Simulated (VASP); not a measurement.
Wanted: the native input for a VASP 6.6.1 run.

```yaml
Task: single point
Functional: r2SCAN
Potentials_or_basis: VASP PAW PBE potentials, release 64 (Si, C)
Cutoff: 520 eV
k_mesh: 12 × 12 × 6
Occupations: gaussian, width 0.05 eV
Spin: no spin polarisation
Dipole_correction: no
Further_INCAR_settings: ALGO = Normal; EDIFF = 1e-06; NBANDS = 16
```

The system is SiC.

```
CELL_PARAMETERS angstrom
2.95219 0.00000 0.00000
-1.47609 2.55667 0.00000
0.00000 0.00000 5.25009
ATOMIC_POSITIONS crystal
Si 0.33333 0.66667 0.00460
Si 0.66667 0.33333 0.50460
C 0.33333 0.66667 0.38040
C 0.66667 0.33333 0.88040
```

This cell differs from its parent crystal: strain -0.040 along x and y, +0.040 along z.

One way to write it, as run:

POSCAR

```
SiC
1.0
    2.9521872073      0.0000000000      0.0000000000
   -1.4760936037      2.5566691183      0.0000000000
    0.0000000000      0.0000000000      5.2500935267
Si C
2 2
Direct
    0.3333333333      0.6666666667      0.0046028828
    0.6666666667      0.3333333333      0.5046028828
    0.3333333333      0.6666666667      0.3803971172
    0.6666666667      0.3333333333      0.8803971172
```

INCAR.step1

```
SYSTEM = SiC
PREC = Accurate
ENCUT = 520
ISMEAR = 0
SIGMA = 0.05
LREAL = .FALSE.
LASPH = .TRUE.
NELM = 80
NBANDS = 16
GGA = PE
ALGO = Normal
EDIFF = 1E-4
LWAVE = .TRUE.
LCHARG = .FALSE.
```

INCAR.step2

```
SYSTEM = SiC
PREC = Accurate
ENCUT = 520
EDIFF = 1E-6
ISMEAR = 0
SIGMA = 0.05
LREAL = .FALSE.
LASPH = .TRUE.
NELM = 80
ALGO = Normal
ISIF = 2
LWAVE = .FALSE.
LCHARG = .TRUE.
METAGGA = R2SCAN
LMIXTAU = .TRUE.
LELF = .TRUE.
LVHAR = .TRUE.
NBANDS = 16
ISTART = 1
```

KPOINTS

```
regular mesh
0
G
  12 12 6
  0 0 0
```

Potentials or basis: VASP PAW PBE potentials, release 64 (Si, C).

Launch:

```sh
$ cat potpaw_PBE.64/Si/POTCAR potpaw_PBE.64/C/POTCAR > POTCAR
$ cp INCAR.step1 INCAR
$ mpirun -np 1 vasp_std > vasp.out
$ cp INCAR.step2 INCAR
$ mpirun -np 1 vasp_std > vasp.out
```

It gave:

| Property | Result |
| --- | --- |
| Pressure | 12.7 GPa |
| Largest force | 0.622 eV/Å |
| Band gap on the k mesh | 2.25 eV (least direct gap 4.93 eV) |

Caveat: the cell differs from its parent crystal (strain -0.040 along x and y, +0.040 along z); the stress differs along the axes, from -20 to 29 GPa; the PAW data sets were made with another functional, which shifts forces and pressure a little.

Wall time 72 s on 1 thread of Intel(R) Xeon(R) 6975P-C (Granite Rapids) (shared host), peak memory 0.18 GiB.
